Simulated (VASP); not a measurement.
Wanted: the native input for a VASP 6.6.1 run.

* Task: single point
* Functional: PBE
* Potentials or basis: VASP PAW PBE potentials, release 64 (Si)
* Cutoff: 520 eV
* k mesh: 9 × 9 × 8
* Occupations: gaussian, width 0.0587 eV
* Spin: no spin polarisation
* Dipole correction: no
* Further INCAR settings: ALGO = Normal; EDIFF = 1e-06; NBANDS = 16

The structure of Si lies in POSCAR:

```
Si
1.0
    2.1301120000      3.6053490000      0.0000000000
    2.1301120000     -3.6053490000      0.0000000000
    0.0000000000      0.0000000000     -4.2545640000
Si
4
Direct
    0.1525000000      0.8475000000      0.9215000000
    0.3475000000      0.6525000000      0.4215000000
    0.8475000000      0.1525000000      0.0785000000
    0.6525000000      0.3475000000      0.5785000000
```

The input as run:

INCAR

```
PREC = Accurate
ENCUT = 520
EDIFF = 1E-6
ISMEAR = 0
SIGMA = 0.0587
LREAL = False
LASPH = True
NELM = 60
ALGO = Normal
ISIF = 2
LWAVE = False
LCHARG = True
GGA = PE
LELF = True
LVHAR = True
NBANDS = 16
```

KPOINTS

```
Automatic mesh
0
Gamma
  9 9 8
```

Potentials or basis: VASP PAW PBE potentials, release 64 (Si).

Launch:

```sh
$ cat potpaw_PBE.64/Si/POTCAR > POTCAR
$ mpirun -np 1 vasp_std > vasp.out
```

Results of the run:

```yaml
Pressure: 3.5 GPa
Largest_force: 1.102 eV/Å
Band_gap_on_the_k_mesh: zero (bands 8 and 9 overlap by 2.95 eV)
```

Caveat: the stress differs along the axes, from 0 to 9 GPa; forces of over 1 eV/Å act on the atoms, so gaps and moduli don't describe the material at rest.

Run time: 120 s on 1 thread of Intel Xeon 8259CL (shared host), peak memory 0.23 GiB.
